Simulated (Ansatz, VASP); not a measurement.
**CoSi: VASP beside Ansatz**

```
Co Si
1.0
     0.00000    1.96917    1.96917
     1.96917    0.00000    1.96917
     1.96917    1.96917    0.00000
Co Si
1 1
Cartesian
  0.0000 0.0000 0.0000
  1.9692 1.9692 1.9692
```

Change from the starting cell: volume scaled by 0.64, LAPW.

Alike in both runs: task single point; functional LDA; k mesh 14 × 14 × 14; occupations fermi-dirac, width 0.1 eV; no spin polarisation.

|  | VASP | Ansatz |
| --- | --- | --- |
| version | VASP 6.6.1 | Ansatz 0.2.0 |
| potentials or method | VASP PAW LDA potentials, release 64 (Co, Si), cutoff 520 eV | all-electron LAPW, scalar-relativistic |

|  | VASP | Ansatz | Ansatz less VASP |
| --- | --- | --- | --- |
| pressure (GPa) | 221.2 | 215.1 | -6.03 |

LDA's correlation is that of Perdew and Zunger in VASP and of Perdew and Wang (1992) in Ansatz. Both programs put the cell under a high pressure, so it lies far from rest at this level. Ansatz ran all-electron here, and VASP with PAW potentials.

Noted on VASP's run: the cell as given lies far from equilibrium.
